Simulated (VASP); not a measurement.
# Tl: single point with PBEsol

Tl:

```
Tl
1.0
     0.00000    2.42250    2.42250
     2.42250    0.00000    2.42250
     2.42250    2.42250    0.00000
Tl
1
Direct
  0.00000 0.00000 0.00000
```

This isn't the form of Tl at room conditions, which is hcp.

```json
{
 "Program": "VASP 6.6.1",
 "Task": "single point",
 "Functional": "PBEsol",
 "Potentials or basis": "VASP PAW PBE potentials, release 64 (Tl_d)",
 "Cutoff": "520 eV",
 "k mesh": "13 × 13 × 13",
 "Occupations": "fermi-dirac, width 0.1 eV",
 "Spin": "no spin polarisation",
 "Dipole correction": "no",
 "Further INCAR settings": "ALGO = Normal; EDIFF = 1e-06; NBANDS = 12"
}
```

The pressure is -0.1 GPa. The band gap on the k mesh is zero (an odd number of electrons rules out a gap without spin polarisation).

Levels at points of the mesh, in eV from the Fermi level:
| k point | band 4 | band 5 | band 6 | band 7 | band 8 | band 9 |
| --- | --- | --- | --- | --- | --- | --- |
| (0.00, 0.00, 0.00) | -11.21 | -11.21 | -10.05 | 10.39 | 10.39 | 10.39 |

It took 39 s on 1 thread of Intel Xeon 8259CL, with other jobs on the host, peak memory 0.17 GiB.

Caveat: the PAW data sets were made with another functional, which shifts forces and pressure a little; spin-orbit coupling is left out, which moves the levels of the heavy elements.
